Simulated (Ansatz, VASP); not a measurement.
# PbSe: VASP beside Ansatz

File POSCAR:

```
PbSe
1.0
    0.0000000000      3.0887022202      2.9827597340
    3.0887022202      0.0000000000      2.9827597340
    3.0887022202      3.0887022202      0.0000000000
Pb Se
1 1
Direct
    0.0000000000      0.0000000000      0.0000000000
    0.5000000000      0.5000000000      0.5000000000
```

The input INCAR.step1:

```
SYSTEM = PbSe
PREC = Accurate
ENCUT = 520
ISMEAR = 0
SIGMA = 0.01
LREAL = .False.
LASPH = .True.
NELM = 60
NBANDS = 17
GGA = PE
ALGO = Normal
EDIFF = 1E-4
LWAVE = .True.
LCHARG = .False.
```

File INCAR.step2:

```
SYSTEM = PbSe
PREC = Accurate
ENCUT = 520
EDIFF = 1E-6
ISMEAR = 0
SIGMA = 0.01
LREAL = .False.
LASPH = .True.
NELM = 60
ALGO = Normal
ISIF = 2
LWAVE = .False.
LCHARG = .False.
METAGGA = R2SCAN
LMIXTAU = .True.
NBANDS = 17
ISTART = 1
```

The input KPOINTS:

```
regular mesh
0
Gamma
  8 8 8
  0 0 0
```

Input for Ansatz:

```yaml
crystal:
  lattice:
    - [0.0, 3.0887022202, 2.982759734]
    - [3.0887022202, 0.0, 2.982759734]
    - [3.0887022202, 3.0887022202, 0.0]
  atoms:
    - { symbol: Pb, position: [0.0, 0.0, 0.0] }
    - { symbol: Se, position: [0.5, 0.5, 0.5] }
kpoints:
  mp_grid: { grid: [8, 8, 8] }
  band_path:
    path:
      - [0.0, 0.0, 0.0]
      - [0.5, 0.0, 0.5]
      - [0.625, 0.25, 0.625]
      - [0.375, 0.375, 0.75]
      - [0.5, 0.5, 0.5]
      - [0.5, 0.25, 0.75]
    npoints: 1
hamiltonian:
  xc: r2scan
scf:
  occupations: { method: fixed }
  n_extra_bands: 4
output:
  forces: true
  stress: true
  eigenvalues: true
```

Change from the starting cell: uniaxial_z strain -3.4%.

Alike in both runs: task single point; functional r2SCAN; k mesh 8 × 8 × 8; no spin polarisation.

|  | VASP | Ansatz |
| --- | --- | --- |
| version | VASP 6.6.1 | Ansatz 0.2.0 |
| potentials or method | VASP PAW PBE potentials, release 64 (Pb_d, Se) | plane waves, PAW |
| plane-wave cutoff (eV) | 520 | 500 |
| occupations | gaussian, width 0.01 eV | fixed |
| valence electrons in the cell | 20 | 30 |

```csv
,VASP,Ansatz,Ansatz less VASP
gap on the k mesh at the Fermi level (eV),0.51,0.50,-0.006
pressure (GPa),2.2,2.2,-0.01
"traceless stress, the component that is largest in VASP (GPa)",3.37,3.35,-0.011
```

VASP's potentials were made for PBE, not for r2SCAN. VASP's potentials hold 20 valence electrons a cell and Ansatz's 30, so a difference there can come from the potentials and not from the codes.

Spin-orbit coupling is off throughout.
